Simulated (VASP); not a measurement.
Set up this calculation in VASP 6.6.1, as the native input.

```yaml
Task: molecular dynamics
Functional: PBE
Potentials_or_basis: VASP PAW PBE potentials, release 64 (Ru_pv, Ni, Co, B)
Cutoff: 520 eV
k_mesh: 1 × 1 × 1, shifted
Occupations: fermi-dirac, width 0.05 eV
Spin: no spin polarisation
Dipole_correction: no
Further_INCAR_settings: LREAL = Auto; ALGO = Normal; EDIFF = 1e-05; ISYM = 0; IBRION = 0; POTIM = 1.5; NSW = 40
```

The structure of Co3Ni5BRu15 lies in POSCAR:

```
Co3Ni5BRu15
1.0
    6.6433420000      0.4249620000      0.2441070000
    0.4249620000      7.1034400000     -0.0231330000
    0.2441070000     -0.0231330000      6.5337520000
Ru Ni Co B
15 5 3 1
Direct
    0.3881893243      0.4141180777      0.9882424751
    0.6320361445      0.3622694606      0.2659010063
    0.8575453349      0.6567735119      0.3007041982
    0.7394574245      0.2367239433      0.8583791052
    0.6693794459      0.0024217089      0.2096355241
    0.3207310249      0.1277421350      0.3920896320
    0.8596638059      0.8696829243      0.8506804422
    0.1227745080      0.1212651190      0.7669908319
    0.8150556590      0.1056143780      0.5093543618
    0.0151022042      0.3176447994      0.1546546360
    0.0034482424      0.5159380969      0.8517258447
    0.6196018198      0.7053318517      0.9966790471
    0.6795822303      0.5763372803      0.6568391592
    0.5027388657      0.0052820183      0.6833707327
    0.3788674906      0.3535602607      0.6258734369
    0.2973014316      0.6786701071      0.7255734127
    0.9878401478      0.3618010783      0.5112842936
    0.0567996638      0.9965964005      0.1621695544
    0.1957256992      0.7187666580      0.0809167178
    0.1240189052      0.8478120985      0.4852356027
    0.3409960516      0.0919295280      0.0618130037
    0.2500982511      0.5292863112      0.3600974539
    0.4484765358      0.7550905798      0.3558721195
    0.6641571898      0.8444281540      0.5041422062
```

The input as run:

INCAR

```
SYSTEM = Co3Ni5BRu15
  ALGO = Normal
  EDIFF = 1E-5
  ENCUT = 520
  GGA = PE
  IBRION = 0
  ISIF = 2
  ISMEAR = -1
  ISYM = 0
  LANGEVIN_GAMMA = 30 30 30 30
  LASPH = .TRUE.
  LCHARG = .FALSE.
  LREAL = Auto
  LWAVE = .FALSE.
  MDALGO = 3
  NELM = 60
  NELMIN = 4
  NSW = 40
  POTIM = 1.5
  PREC = Accurate
  RANDOM_SEED = 50841 0 0
  SIGMA = 0.05
  TEBEG = 300.0
  TEEND = 300.0
```

KPOINTS

```
Automatic mesh
0
Gamma
  1 1 1
  0.25 0.25 0.25
```

Potentials or basis: VASP PAW PBE potentials, release 64 (Ru_pv, Ni, Co, B).

Command:

```bash
$ cat potpaw_PBE.64/Ru_pv/POTCAR potpaw_PBE.64/Ni/POTCAR potpaw_PBE.64/Co/POTCAR potpaw_PBE.64/B/POTCAR > POTCAR
$ mpirun -np 1 vasp_std > vasp.out
```

Run time: 120 min on 1 thread of Oxide Virtual Turin-like Processor, on a shared host, peak memory 0.47 GiB.
